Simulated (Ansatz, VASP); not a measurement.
# WC: VASP beside Ansatz

Contents of INCAR:

```
  PREC = Accurate
  ENCUT = 520
  EDIFF = 1E-6
  ISMEAR = 0
  SIGMA = 0.15
  LREAL = F
  LASPH = T
  NELM = 60
  ALGO = Normal
  ISIF = 2
  LWAVE = F
  LCHARG = F
  GGA = PS
  NBANDS = 16
```

File KPOINTS:

```
regular mesh
0
Gamma
  6 6 6
```

Contents of POSCAR:

```
WC
1.0
    2.9005014360      0.0000000000      0.0000000000
   -1.4502507180      2.5119079273      0.0000000000
    0.0000000000      0.0000000000      2.8290000000
W C
1 1
Direct
    0.1730424181      0.1266758419     -0.0795334040
    0.6666666667      0.3333333333      0.5000000000
```

Input for Ansatz:

```yaml
crystal:
  lattice:
    - [2.900501436, 0.0, 0.0]
    - [-1.450250718, 2.5119079273, 0.0]
    - [0.0, 0.0, 2.829]
  atoms:
    - { symbol: W, position: [0.1730424181, 0.1266758419, -0.079533404] }
    - { symbol: C, position: [0.6666666667, 0.3333333333, 0.5] }
basis:
  ecutwfc: 420
kpoints:
  mp_grid: { grid: [6, 6, 6] }
hamiltonian:
  xc: pbesol
scf:
  occupations: { method: gaussian, width: 0.15 }
output:
  forces: true
  stress: true
  eigenvalues: true
```

Alike in both runs: task single point; functional PBEsol; k mesh 6 × 6 × 6; occupations gaussian, width 0.15 eV; no spin polarisation.

```csv
,VASP,Ansatz
version,VASP 6.6.1,Ansatz 0.2.0
potentials or method,"VASP PAW PBE potentials, release 64 (W_sv, C), cutoff 520 eV","scalar-relativistic, plane waves, PAW"
valence electrons in the cell,18,18
```

|  | VASP | Ansatz | Ansatz less VASP |
| --- | --- | --- | --- |
| gap on the k mesh at the Fermi level (eV) | none | none | - |
| rms of the force components (eV/Å) | 6.662 | 6.577 | -0.0855 |

VASP's potentials were made for PBE, not for PBEsol. Atom by atom the forces differ by 0.086 eV/Å (rms over components). A gap of «none» marks a metal or a gap that the smearing closes.

The k mesh is coarse, so the values compare programs but aren't converged. Spin-orbit coupling is off throughout.
